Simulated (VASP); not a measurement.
Here is a VASP 6.6.1 calculation.

The input INCAR:

```
SYSTEM = Co
PREC     = Accurate       ! precision mode
ENCUT    = 520            ! plane-wave cutoff, eV
EDIFF    = 1E-7           ! SCF threshold, eV
ISMEAR   = -1             ! smearing method
SIGMA    = 0.1            ! smearing width, eV
LREAL    = .FALSE.        ! projectors in reciprocal space
LASPH    = .TRUE.         ! aspherical terms in the spheres
NELM     = 150            ! most SCF steps
ALGO     = Normal         ! electronic algorithm
ISIF     = 2              ! what is computed and relaxed
LWAVE    = .FALSE.        ! write WAVECAR
LCHARG   = .TRUE.         ! write CHGCAR
ISPIN    = 2              ! spin polarisation
MAGMOM   = 3.2 3.2        ! initial moments
LORBIT   = 11             ! projections on sites
LMAXMIX  = 4              ! l up to which the mixer works
LELF     = .TRUE.         ! ELF
LVHAR    = .TRUE.       
NBANDS   = 20             ! bands
```

Contents of KPOINTS:

```
regular mesh
0
G
  14 14 8
  0 0 0
```

Contents of POSCAR:

```
Co
1.0
    2.4873648700      0.0000000000      0.0000000000
   -1.2436824400      2.1541211700      0.0000000000
    0.0000000000      0.0000000000      4.0632895000
Co
2
Direct
    0.6666666700      0.3333333300      0.2598610000
    0.3333333300      0.6666666700      0.7401390000
```

Potentials or basis: VASP PAW LDA potentials, release 64 (Co).

Command:

```sh
$ cat potpaw_LDA.64/Co/POTCAR > POTCAR
$ mpirun -np 1 vasp_std > vasp.out
```

Question: Estimate the net moment.

Answer: 3.06 μB per cell.

Question: Predict the site moments.

Answer: Co +1.53 μB.

Question: Estimate the largest force.

Answer: 0.427 eV/Å.

Question: What does it give for the pressure?

Answer: -18.7 GPa.

Stress tensor (GPa, compression positive):
```
-18.03   0.00   0.00
  0.00 -18.03   0.00
  0.00   0.00 -20.01
```

Caveat: the cell stands under tension.
